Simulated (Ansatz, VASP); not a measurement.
**BaMg3H3: VASP beside Ansatz**

File INCAR:

```
ALGO     = Normal         # electronic algorithm
EDIFF    = 1E-6           # SCF threshold, eV
EDIFFG   = -0.04          # ionic threshold
ENCUT    = 600            # plane-wave cutoff, eV
GGA      = PE             # functional
IBRION   = 2              # ionic algorithm
ISIF     = 3              # what is computed and relaxed
ISMEAR   = 0              # smearing method
LASPH    = T              # aspherical terms in the spheres
LCHARG   = F              # write CHGCAR
LREAL    = F              # projectors in reciprocal space
LWAVE    = F              # write WAVECAR
NELM     = 60             # most SCF steps
NSW      = 90             # ionic steps
PREC     = Accurate       # precision mode
SIGMA    = 0.1            # smearing width, eV
```

The input KPOINTS:

```
k-points
0
Gamma
  4 4 4
```

Contents of POSCAR:

```
BaMg3H3
1.0
    4.7800026200      0.0000000000      0.0000000000
    0.0000000000      4.7800026200      0.0000000000
    0.0000000000      0.0000000000      5.7246768200
Ba Mg H
1 3 3
Direct
    0.0000000000      0.0000000000      0.4261544800
    0.5000000000      0.0000000000      0.0270343200
    0.0000000000      0.5000000000      0.0270343200
    0.5000000000      0.5000000000      0.3811027500
    0.5000000000      0.5000000000      0.8039672200
    0.5000000000      0.0000000000      0.4589806300
    0.0000000000      0.5000000000      0.4589806300
```

Input for Ansatz:

```yaml
crystal:
  lattice:
    - [4.78000262, 0.0, 0.0]
    - [0.0, 4.78000262, 0.0]
    - [0.0, 0.0, 5.72467682]
  atoms:
    - { symbol: Ba, position: [0.0, 0.0, 0.42615448] }
    - { symbol: Mg, position: [0.5, 0.0, 0.02703432] }
    - { symbol: Mg, position: [0.0, 0.5, 0.02703432] }
    - { symbol: Mg, position: [0.5, 0.5, 0.38110275] }
    - { symbol: H, position: [0.5, 0.5, 0.80396722] }
    - { symbol: H, position: [0.5, 0.0, 0.45898063] }
    - { symbol: H, position: [0.0, 0.5, 0.45898063] }
basis:
  ecutwfc: 420
kpoints:
  mp_grid: { grid: [4, 4, 4] }
hamiltonian:
  xc: pbe
scf:
  occupations: { method: gaussian, width: 0.1 }
  lower_state_search: "off"
output:
  forces: true
  stress: true
  eigenvalues: true
relax:
  adjacent_minimum: "off"
  f_tol: 0.04
  max_steps: 70
  cell: { stress_tol: 0.4 }
```

Alike in both runs: task relaxation of cell and atoms; functional PBE; k mesh 4 × 4 × 4; occupations gaussian, width 0.1 eV; no spin polarisation.

|  | VASP | Ansatz |
| --- | --- | --- |
| version | VASP 6.6.1 | Ansatz 0.2.0 |
| potentials or method | VASP PAW PBE potentials, release 64 (Ba_sv, Mg, H), cutoff 600 eV | scalar-relativistic, plane waves, PAW |
| valence electrons in the cell | 19 | 43 |

|  | VASP | Ansatz | Ansatz less VASP |
| --- | --- | --- | --- |
| gap on the k mesh at the Fermi level, each at its own relaxed structure (eV) | none | none | - |
| relaxed volume (Å³/atom) | 18.88 | 19.27 | +0.388 |
| relaxed cell length with the largest relative difference (Å) | 5.696 | 7.005 | +1.3094 |

A gap of «none» marks a metal or a gap that the smearing closes. One of these differences is far larger than is usual between the two programs; its cause wasn't traced. VASP's potentials hold 19 valence electrons a cell and Ansatz's 43, so a difference there can come from the potentials and not from the codes.

Spin-orbit coupling is off throughout.
